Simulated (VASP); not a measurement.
Here is a VASP 6.6.1 calculation.

INCAR

```
SYSTEM = Ag
PREC     = Accurate       ! precision mode
ENCUT    = 600            ! plane-wave cutoff, eV
EDIFF    = 1E-7           ! SCF threshold, eV
ISMEAR   = 0              ! smearing method
SIGMA    = 0.1            ! smearing width, eV
LREAL    = .FALSE.        ! projectors in reciprocal space
LASPH    = .TRUE.         ! aspherical terms in the spheres
NELM     = 60             ! most SCF steps
ALGO     = Normal         ! electronic algorithm
ISIF     = 3              ! what is computed and relaxed
LWAVE    = .FALSE.        ! write WAVECAR
LCHARG   = .FALSE.        ! write CHGCAR
GGA      = PS             ! functional
IBRION   = 2              ! ionic algorithm
NSW      = 100            ! ionic steps
EDIFFG   = -0.005         ! ionic threshold
```

The input KPOINTS:

```
Automatic mesh
0
G
  18 18 18
  0 0 0
```

The input POSCAR:

```
Ag
1.0
    0.0000000000      2.0431000000      2.0431000000
    2.0431000000      0.0000000000      2.0431000000
    2.0431000000      2.0431000000      0.0000000000
Ag
1
Direct
    0.0000000000      0.0000000000      0.0000000000
```

Potentials or basis: VASP PAW PBE potentials, release 64 (Ag).

The run is started by

```console
$ cat potpaw_PBE.64/Ag/POTCAR > POTCAR
$ mpirun -np 1 vasp_std > vasp.out
```

Question: Predict the space group after relaxing (to 0.05 Å).

Answer: Fm-3m (No. 225).

Question: Predict the relaxed volume.

Answer: 16.63 Å³/atom.

Final structure:
```
Ag
1.0
     0.00000    2.02593    2.02593
     2.02593    0.00000    2.02593
     2.02593    2.02593    0.00000
Ag
1
Direct
  0.00000 0.00000 0.00000
```

Caveat: the PAW data sets were made with another functional, which shifts forces and pressure a little.
